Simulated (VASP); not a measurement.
Runs of VASP 6.6.1 on GaN. The structure is that of space group P6_3mc (No. 186), or close to it. The cells are those of the table. 

| task | cell | cutoff (eV) | gap on the mesh (eV) | pressure (GPa) | largest force (eV/Å) |
| --- | --- | --- | --- | --- | --- |
| single point | a = 3.225, b = 3.225, c = 5.254 Å, angles 90.0, 90.0, 120.0°, 4 atoms | 520 | (b) | -7.0 | 0.01 |
| relaxation of shape and atoms at fixed volume | relaxed from a = 3.140, b = 3.140, c = 5.115 Å, angles 90.0, 90.0, 120.0°, 4 atoms | 600 | 2.16 | 7.9 | 0.01 |
| single point | a = 3.204, b = 3.204, c = 5.220 Å, angles 90.0, 90.0, 120.0°, 4 atoms | 520 | 1.76 | (c) | - |
| single point | a = 3.183, b = 3.183, c = 5.185 Å, angles 90.0, 90.0, 120.0°, 4 atoms | 520 | 1.89 | (d) | 0.80 |
| single point | a = 3.151, b = 3.175, c = 5.185 Å, angles 90.0, 90.0, 119.8°, 4 atoms | 520 | 1.92 | (a) | 0.11 |

Alike in all rows: level PBEsol; potentials or basis VASP PAW PBE potentials, release 64 (Ga_d, N); no spin polarisation; k mesh 12 × 12 × 6; smearing gaussian 0.05 eV.

Estimate the missing entries.

(a) 1.8; (b) 1.63; (c) -3.8; (d) -0.1.

Caveats: the PAW data sets were made with another functional, which shifts forces and pressure a little; the relaxation stopped at its first step, so nothing moved (some runs).

A k mesh can miss the band edges, and the runs leave out spin-orbit coupling on Ga.
